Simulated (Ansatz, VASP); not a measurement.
**One calculation of B, two programs**

```
B
1.0
     1.94308    0.00000    0.00000
     0.00000    1.94308    0.00000
     0.00000    0.00000    1.94308
B
1
Direct
  0.00000 0.00000 0.00000
```

Alike in both runs: task single point; functional RPBE; k mesh 18 × 18 × 18; occupations fermi-dirac, width 0.1 eV; no spin polarisation.

|  | VASP | Ansatz |
| --- | --- | --- |
| version | VASP 6.6.1 | Ansatz 0.2.0 |
| potentials or method | VASP PAW PBE potentials, release 64 (B), cutoff 500 eV | plane waves (420 eV) with PAW, scalar-relativistic |
| valence electrons in the cell | 3 | 3 |

|  | VASP | Ansatz | Ansatz less VASP |
| --- | --- | --- | --- |
| pressure (GPa) | -14.7 | -14.7 | +0.07 |

VASP's potentials were made for PBE, not for RPBE.
